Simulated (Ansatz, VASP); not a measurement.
## Hf in VASP and in Ansatz

```
Hf
1.0
     0.00000    2.24410    2.24410
     2.24410    0.00000    2.24410
     2.24410    2.24410    0.00000
Hf
1
Direct
  0.00000 0.00000 0.00000
```

Alike in both runs: functional r2SCAN; k mesh 8 × 8 × 8; occupations gaussian, width 0.1 eV; no spin polarisation.

Ansatz relaxed the structure, and its values are those at the end. VASP's run is a single point on that final structure, the one shown.

|  | VASP | Ansatz |
| --- | --- | --- |
| version | VASP 6.6.1 | Ansatz 0.2.0 |
| potentials or method | VASP PAW PBE potentials, release 64 (Hf_pv), cutoff 520 eV | scalar-relativistic, plane waves, PAW |
| valence electrons in the cell | 10 | 26 |

Ansatz gave:

* gap on the k mesh at the Fermi level (eV): none
* pressure (GPa): -0.5

Which values does VASP return?

gap on the k mesh at the Fermi level (eV): none; pressure (GPa): -1.0.

VASP's potentials were made for PBE, not for r2SCAN. A gap of «none» marks a metal or a gap that the smearing closes. VASP's potentials hold 10 valence electrons a cell and Ansatz's 26, so a difference there can come from the potentials and not from the codes.

Spin-orbit coupling is off throughout.
